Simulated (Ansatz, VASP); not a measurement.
## Two plane-wave programs on V2N3

INCAR

```
PREC = Accurate ; ENCUT = 600
EDIFF = 1E-7 ; ISMEAR = 0
SIGMA = 0.1 ; LREAL = F
LASPH = T ; NELM = 60
ALGO = Normal ; ISIF = 3
LWAVE = F ; LCHARG = F
GGA = PS ; IBRION = 2
NSW = 100 ; EDIFFG = -0.005
```

Contents of KPOINTS:

```
Automatic mesh
0
Gamma
  12 12 6
```

POSCAR

```
V2N3
1.0
    2.7803734928      0.0000000000      0.0000000000
   -1.3901867464      2.4078740768      0.0000000000
    0.0000000000      0.0000000000      6.1979242968
V N
2 3
Direct
    0.6666666667      0.3333333333      0.3020533532
    0.3333333333      0.6666666667      0.6979466468
    0.0000000000      0.0000000000      0.5000000000
    0.0000000000      0.0000000000      0.1074274127
    0.0000000000      0.0000000000      0.8925725873
```

Input for Ansatz:

```yaml
crystal:
  lattice:
    - [2.7803734333, 0.0, 0.0]
    - [-1.3901867167, 2.4078740252, 0.0]
    - [0.0, 0.0, 6.1979245486]
  atoms:
    - { symbol: V, position: [0.6666666667, 0.3333333333, 0.3020533518] }
    - { symbol: V, position: [0.3333333333, 0.6666666667, 0.6979466482] }
    - { symbol: "N", position: [0.0, 0.0, 0.5] }
    - { symbol: "N", position: [0.0, 0.0, 0.1074274133] }
    - { symbol: "N", position: [0.0, 0.0, 0.8925725867] }
basis:
  ecutwfc: 420
kpoints:
  mp_grid: { grid: [12, 12, 6] }
hamiltonian:
  xc: pbesol
scf:
  occupations: { method: gaussian, width: 0.1 }
output:
  forces: true
  stress: true
  eigenvalues: true
  write_density: true
  write_potential: true
  elf: true
  volumetric_format: npy
relax:
  adjacent_minimum: "off"
  f_tol: 0.005
  max_steps: 80
  cell: { stress_tol: 0.05 }
```

Alike in both runs: task relaxation of cell and atoms; functional PBEsol; k mesh 12 × 12 × 6; occupations gaussian, width 0.1 eV; no spin polarisation.

```csv
,VASP,Ansatz
version,VASP 6.6.1,Ansatz 0.2.0
potentials or method,"VASP PAW PBE potentials, release 64 (V_sv, N), cutoff 600 eV","scalar-relativistic, plane waves, PAW"
valence electrons in the cell,41,41
```

Ansatz gave:

```
gap on the k mesh at the Fermi level, each at its own relaxed structure (eV)  : none
relaxed volume (Å³/atom)                                                      : 8.29
relaxed length of the cell vector where the two differ most in proportion (Å) : 6.196
```

**Question.** What did VASP give for the same quantities?

**Answer.** gap on the k mesh at the Fermi level, each at its own relaxed structure (eV): none; relaxed volume (Å³/atom): 8.30; relaxed length of the cell vector where the two differ most in proportion (Å): 6.201.

VASP's potentials were made for PBE, not for PBEsol. A gap of «none» marks a metal or a gap that the smearing closes.
